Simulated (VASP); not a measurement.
Wanted: the native input for a VASP 6.6.1 run.

| Quantity | Value |
| --- | --- |
| Task | single point |
| Functional | r2SCAN |
| Potentials or basis | VASP PAW PBE potentials, release 64 (Al, Cu) |
| Cutoff | 520 eV |
| k mesh | 14 × 14 × 14 |
| Occupations | gaussian, width 0.1 eV |
| Spin | no spin polarisation |
| Dipole correction | no |
| Further INCAR settings | ALGO = Normal; EDIFF = 1e-07; NBANDS = 14 |

AlCu:

```
Al Cu
1.0
     2.95650    0.00000    0.00000
     0.00000    2.95650    0.00000
     0.00000    0.00000    2.95650
Al Cu
1 1
Cartesian
  0.0000 0.0000 0.0000
  1.4782 1.4782 1.4782
```

One way to write it, as run:

POSCAR

```
AlCu
1.0
    2.9564981869      0.0000000000      0.0000000000
    0.0000000000      2.9564981869      0.0000000000
    0.0000000000      0.0000000000      2.9564981869
Al Cu
1 1
Direct
    0.0000000000      0.0000000000      0.0000000000
    0.5000000000      0.5000000000      0.5000000000
```

INCAR.step1

```
ALGO = Normal ; EDIFF = 1E-4
ENCUT = 520 ; GGA = PE
ISMEAR = 0 ; LASPH = T
LCHARG = F ; LREAL = F
LWAVE = T ; NBANDS = 14
NELM = 60 ; PREC = Accurate
SIGMA = 0.1
```

INCAR.step2

```
ALGO = Normal ; EDIFF = 1E-7
ENCUT = 520 ; ISIF = 2
ISMEAR = 0 ; ISTART = 1
LASPH = T ; LCHARG = T
LELF = T ; LMIXTAU = T
LREAL = F ; LVHAR = T
LWAVE = F ; METAGGA = R2SCAN
NBANDS = 14 ; NELM = 60
PREC = Accurate ; SIGMA = 0.1
```

KPOINTS

```
k-points
0
Gamma
  14 14 14
```

Potentials or basis: VASP PAW PBE potentials, release 64 (Al, Cu).

Launch:

```console
$ cat potpaw_PBE.64/Al/POTCAR potpaw_PBE.64/Cu/POTCAR > POTCAR
$ cp INCAR.step1 INCAR
$ mpirun -np 1 vasp_std > vasp.out
$ cp INCAR.step2 INCAR
$ mpirun -np 1 vasp_std > vasp.out
```

Results of the run:

```
Pressure               : 0.1 GPa
Band gap on the k mesh : zero (bands 7 and 8 overlap by 5.07 eV)
```

Caveat: the PAW data sets were made with another functional, which shifts forces and pressure a little.

Run time: 2.2 min on 1 thread of Oxide Virtual Turin-like Processor, with other jobs on the host, peak memory 0.15 GiB.
